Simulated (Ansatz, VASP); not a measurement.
**ZnS in VASP and in Ansatz**

```
Zn S
1.0
     3.85033    0.00000    0.00000
    -1.92516    3.33448    0.00000
     0.00000    0.00000    5.26994
Zn S
2 2
Cartesian
  0.0000 2.2230 0.0287
  1.9252 1.1115 2.6637
  0.0000 2.2230 2.0002
  1.9252 1.1115 4.6352
```

Alike in both runs: task single point; functional PBEsol; k mesh 9 × 9 × 6; occupations gaussian, width 0.05 eV; no spin polarisation.

|  | VASP | Ansatz |
| --- | --- | --- |
| version | VASP 6.6.1 | Ansatz 0.2.0 |
| potentials or method | VASP PAW PBE potentials, release 64 (Zn, S), cutoff 520 eV | scalar-relativistic, plane waves, PAW |
| valence electrons in the cell | 36 | 36 |

|  | VASP | Ansatz | Ansatz less VASP |
| --- | --- | --- | --- |
| gap on the k mesh at the Fermi level (eV) | 1.70 | 1.70 | -0.002 |
| least direct gap on the mesh (eV) | 1.70 | 1.70 | -0.002 |
| pressure (GPa) | 21.2 | 20.9 | -0.34 |
| traceless stress, the component that is largest in VASP (GPa) | 36.77 | 36.64 | -0.125 |
| rms of the force components (eV/Å) | 2.351 | 2.340 | -0.0113 |

VASP's potentials were made for PBE, not for PBEsol. Atom by atom the forces differ by 0.011 eV/Å (rms over components).
